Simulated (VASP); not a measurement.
The system is NaF.

```
Na F
1.0
     0.00000    2.29725    2.29725
     2.29725    0.00000    2.29725
     2.29725    2.29725    0.00000
Na F
1 1
Direct
  0.00000 0.00000 0.00000
  0.50000 0.50000 0.50000
```

Base run:

| Quantity | Value |
| --- | --- |
| Program | VASP 6.6.1 |
| Functional | HSE06 |
| Potentials or basis | VASP PAW PBE potentials, release 64 (Na_pv, F) |
| Cutoff | 520 eV |
| k mesh | 6 × 6 × 6 |
| Occupations | gaussian, width 0.01 eV |
| Spin | no spin polarisation |

Its results: band gap on the k mesh 8.60 eV; pressure 1.6 GPa.

**Question.** The run is repeated on the same cell with these changes: functional from HSE06 to PBE0; further incar settings from ALGO = Normal; EDIFF = 1e-06; NBANDS = 14 to ALGO = Normal; EDIFF = 1e-07; NBANDS = 14. What comes out?

**Answer.** Band gap on the k mesh 9.38 eV; pressure 1.6 GPa.

Caveats: the PAW data sets were made with another functional, which shifts forces and pressure a little.

